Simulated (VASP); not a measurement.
# MoS2 (P6_3/mmc) in VASP: a series of runs, part 2 of 2

VASP 6.6.1.

### 5 Relaxation of the atoms, PBE (strain along c alone, the other axes held: +6.0 %)

INCAR reads:

```
SYSTEM = MoS2
  PREC = Accurate
  ENCUT = 520
  EDIFF = 1E-6
  ISMEAR = 0
  SIGMA = 0.02
  LREAL = .FALSE.
  LASPH = .TRUE.
  NELM = 80
  ALGO = Normal
  ISIF = 2
  LWAVE = .FALSE.
  LCHARG = .FALSE.
  GGA = PE
  IBRION = 2
  NSW = 60
  EDIFFG = -0.008
  KPAR = 2
```

KPOINTS reads:

```
Automatic mesh
0
G
  12 12 2
  0 0 0
```

POSCAR reads:

```
MoS2
1.0
    3.1850687626      0.0000000000      0.0000000000
   -1.5925343813      2.7583504612      0.0000000000
    0.0000000000      0.0000000000     15.6964733306
Mo S
2 4
Direct
    0.6666666667      0.3333333333      0.2500000000
    0.3333333333      0.6666666667      0.7500000000
    0.6666666667      0.3333333333      0.6485382736
    0.3333333333      0.6666666667      0.3514617264
    0.6666666667      0.3333333333      0.8514617264
    0.3333333333      0.6666666667      0.1485382736
```

Potentials or basis: VASP PAW PBE potentials, release 64 (Mo_sv, S).

The run is started by

```bash
> cat potpaw_PBE.64/Mo_sv/POTCAR potpaw_PBE.64/S/POTCAR > POTCAR
> mpirun -np 2 vasp_std > vasp.out
```

OUTCAR:

```text
SYSTEM = MoS2
   PREC = Accurate
   ENCUT = 520
   EDIFF = 1E-6
   ISMEAR = 0
   LREAL = .FALSE.
   LASPH = .TRUE.
   NELM = 80
   ISIF = 2
   GGA = PE
   IBRION = 2
   NSW = 60
   EDIFFG = -0.008

 ion  position               nearest neighbor table
   1  0.667  0.333  0.250-   4 2.43   6 2.43   4 2.43   6 2.43   4 2.43   6 2.43
   2  0.333  0.667  0.750-   3 2.43   5 2.43   3 2.43   5 2.43   3 2.43   5 2.43
   3  0.667  0.333  0.649-   2 2.43   2 2.43   2 2.43
   4  0.333  0.667  0.351-   1 2.43   1 2.43   1 2.43
   5  0.667  0.333  0.851-   2 2.43   2 2.43   2 2.43
   6  0.333  0.667  0.149-   1 2.43   1 2.43   1 2.43

  LATTYP: Found a hexagonal cell.
 ALAT       =     3.1850687626
 C/A-ratio  =     4.9281426872

  Lattice vectors:

 A1 = (   3.1850687626,   0.0000000000,   0.0000000000)
 A2 = (  -1.5925343813,   2.7583504612,   0.0000000000)
 A3 = (   0.0000000000,   0.0000000000,  15.6964733306)

Analysis of symmetry for initial positions (statically):
=====================================================================
 Subroutine PRICEL returns:
 Original cell was already a primitive cell.

 Routine SETGRP: Setting up the symmetry group for a
 hexagonal supercell.

 Subroutine GETGRP returns: Found 24 space group operations
 (whereof 12 operations were pure point group operations)
 out of a pool of 24 trial point group operations.

The static configuration has the point symmetry D_3d.
 The point group associated with its full space group is D_6h.

Analysis of symmetry for dynamics (positions and initial velocities):
=====================================================================
 Subroutine PRICEL returns:
 Original cell was already a primitive cell.

 Routine SETGRP: Setting up the symmetry group for a
 hexagonal supercell.

 Subroutine GETGRP returns: Found 24 space group operations
 (whereof 12 operations were pure point group operations)
 out of a pool of 24 trial point group operations.

[... 137 lines left out ...]
   IVDW    =     0    specifies the selected vdW correction
   LEPSILON=     F    determine dielectric tensor
   LRPA    =     F    only Hartree local field effects (RPA)
 conjugate gradient relaxation of ions
 non-spin polarized calculation
 Gauss-broadening in eV      SIGMA  =   0.02
  energy-cutoff  :      520.00
  volume of cell :      137.90
 maximum number of plane-waves:      3741
 NGX is ok and might be reduce to    24
   NGX = 11   NGY = 11   NGZ = 59

--------------------------------------- Ionic step        1  -------------------------------------------

 number of electron      51.9999997 magnetization

 Free energy of the ion-electron system (eV)
  ---------------------------------------------------
  ext. energy  EPLUGINS =         0.00000000
  ---------------------------------------------------
  free energy    TOTEN  =       -43.68047289 eV

  energy without entropy =      -43.68047289  energy(sigma->0) =      -43.68047289

------------------------ aborting loop because EDIFF is reached ----------------------------------------

  FORCE on cell =-STRESS in cart. coord.  units (eV):
  Direction    XX          YY          ZZ          XY          YZ          ZX
  --------------------------------------------------------------------------------------
  -------------------------------------------------------------------------------------
  Total       -1.1996280     -1.1996280     -3.5533019      0.0000000      0.0000000      0.0000000
  in kB      -13.9375630    -13.9375630    -41.2831038      0.0000000      0.0000000      0.0000000
  external PRESSURE =     -23.0527433 kB  Pullay stress =       0.0000000 kB
[... 67 lines left out ...]
--------------------------------------- Ionic step        3  -------------------------------------------

 number of electron      52.0000001 magnetization

 Free energy of the ion-electron system (eV)
  ---------------------------------------------------
  ext. energy  EPLUGINS =         0.00000000
  ---------------------------------------------------
  free energy    TOTEN  =       -43.71408773 eV

  energy without entropy =      -43.71408773  energy(sigma->0) =      -43.71408773

 E-fermi :   4.2739     XC(G=0):  -9.0325

 val. band max:        4.1198370503   @ k =   0.0000   0.0000   0.0000
 cond. band min:       5.6506744057   @ k =   0.3333   0.3333   0.0000
 fundamental gap:      1.5308373554
 Fermi energy:         4.2739197511

 k-point     1 :       0.0000    0.0000    0.0000
  band No.  band energies     occupation
      1     -56.8810      2.00000
      2     -56.8809      2.00000
      3     -31.0186      2.00000
      4     -31.0186      2.00000
      5     -30.8170      2.00000
      6     -30.8170      2.00000
[... 805 lines left out ...]
     30       6.3236      0.00000
     31       7.3924      0.00000

 [... further k-points ...]

------------------------ aborting loop because EDIFF is reached ----------------------------------------

  FORCE on cell =-STRESS in cart. coord.  units (eV):
  Direction    XX          YY          ZZ          XY          YZ          ZX
  --------------------------------------------------------------------------------------
  -------------------------------------------------------------------------------------
  Total       -0.0668903     -0.0668903     -0.0907962      0.0000000     -0.0000000      0.0000000
  in kB       -0.7771477     -0.7771477     -1.0548923      0.0000000     -0.0000000      0.0000000
  external PRESSURE =      -0.8697293 kB  Pullay stress =       0.0000000 kB
[... 21 lines left out ...]
  FREE ENERGIE OF THE ION-ELECTRON SYSTEM (eV)
  ---------------------------------------------------
  free  energy   TOTEN  =       -43.7140877294 eV

  energy  without entropy=      -43.7140877294  energy(sigma->0) =      -43.71408773

 reached required accuracy - stopping structural energy minimisation
```

CONTCAR:

```text
MoS2
   1.00000000000000
     3.1850687625999998    0.0000000000000000    0.0000000000000000
    -1.5925343812999999    2.7583504612000000    0.0000000000000000
     0.0000000000000000    0.0000000000000000   15.6964733305999999
  Mo              S
     2     4
Direct
     0.6666666667000030    0.3333333332999970    0.2500000000000000
     0.3333333332999970    0.6666666667000030    0.7500000000000000
     0.6666666667000030    0.3333333332999970    0.6504834007261642
     0.3333333332999970    0.6666666667000030    0.3495165992738359
     0.6666666667000030    0.3333333332999970    0.8495165992738358
     0.3333333332999970    0.6666666667000030    0.1504834007261641

  0.00000000E+00  0.00000000E+00  0.00000000E+00
  0.00000000E+00  0.00000000E+00  0.00000000E+00
  0.00000000E+00  0.00000000E+00  0.00000000E+00
  0.00000000E+00  0.00000000E+00  0.00000000E+00
  0.00000000E+00  0.00000000E+00  0.00000000E+00
  0.00000000E+00  0.00000000E+00  0.00000000E+00
```

It took 2.4 min on 2 MPI ranks of Intel Xeon Platinum 8259CL at 2.50GHz (Skylake/Cascade Lake), shared host; peak memory 0.32 GiB.

What came out:

| Quantity | Value |
| --- | --- |
| Free energy | -43.7141 eV |
| Energy gained by relaxing | 5.6 meV/atom |
| Ionic steps | 3 |
| Pressure after relaxing | -0.1 GPa |
| Band gap on the k mesh | 1.53 eV (least direct gap 1.67 eV) |

The path:
```tsv
step	energy change (eV)	largest force (eV/Å)	pressure (GPa)
1	0.0000	0.5423	-2.31
2	-0.0329	0.0806	-0.41
3	-0.0336	0.0009	-0.09
```

Final structure:
```yaml
crystal:
  lattice:
    - [3.18507, 0.00000, 0.00000]
    - [-1.59253, 2.75835, 0.00000]
    - [0.00000, 0.00000, 15.69647]
  atoms:
    - { symbol: Mo, position: [0.66667, 0.33333, 0.25000] }
    - { symbol: Mo, position: [0.33333, 0.66667, 0.75000] }
    - { symbol: S, position: [0.66667, 0.33333, 0.65048] }
    - { symbol: S, position: [0.33333, 0.66667, 0.34952] }
    - { symbol: S, position: [0.66667, 0.33333, 0.84952] }
    - { symbol: S, position: [0.33333, 0.66667, 0.15048] }
```

Caveat: the cell differs from its parent crystal (strain along c alone, the other axes held: +6.0 %); this functional lacks dispersion, which binds layers or chains, so the pressure and a relaxed spacing across them are unreliable. A k mesh can miss the band edges.

### 6 Overview

```csv
task,cell,k mesh,cutoff (eV),gap on the mesh (eV),pressure (GPa),largest force (eV/Å)
single point,"a = 3.185, b = 3.185, c = 15.400 Å, angles 90.0, 90.0, 120.0°, 6 atoms, atomic positions A",12 × 12 × 2,520,1.51,-0.1,0.01
relaxation of the atoms,"atoms relaxed from a = 3.185, b = 3.185, c = 14.512 Å, angles 90.0, 90.0, 120.0°, 6 atoms, atomic positions B",12 × 12 × 2,520,1.42,0.0,-
relaxation of cell and atoms,"relaxed to 12 GPa from a = 3.068, b = 3.068, c = 11.815 Å, angles 90.0, 90.0, 120.0°, 6 atoms, atomic positions C",12 × 12 × 4,600,0.43,12.0,0.01
relaxation of the atoms,"atoms relaxed from a = 3.185, b = 3.185, c = 15.696 Å, angles 90.0, 90.0, 120.0°, 6 atoms, atomic positions A",12 × 12 × 2,520,1.53,-0.1,-
```

Alike in all rows: level PBE; potentials or basis VASP PAW PBE potentials, release 64 (Mo_sv, S); no spin polarisation; smearing gaussian 0.02 eV.

Caveats: this functional lacks dispersion, which binds layers or chains, so the pressure and a relaxed spacing across them are unreliable (at least some runs); the cell is relaxed towards a set pressure, so the run minimises the enthalpy, not the energy (at least some runs).

Total energies depend on the potentials used, so only differences within one code and one set of settings carry meaning.
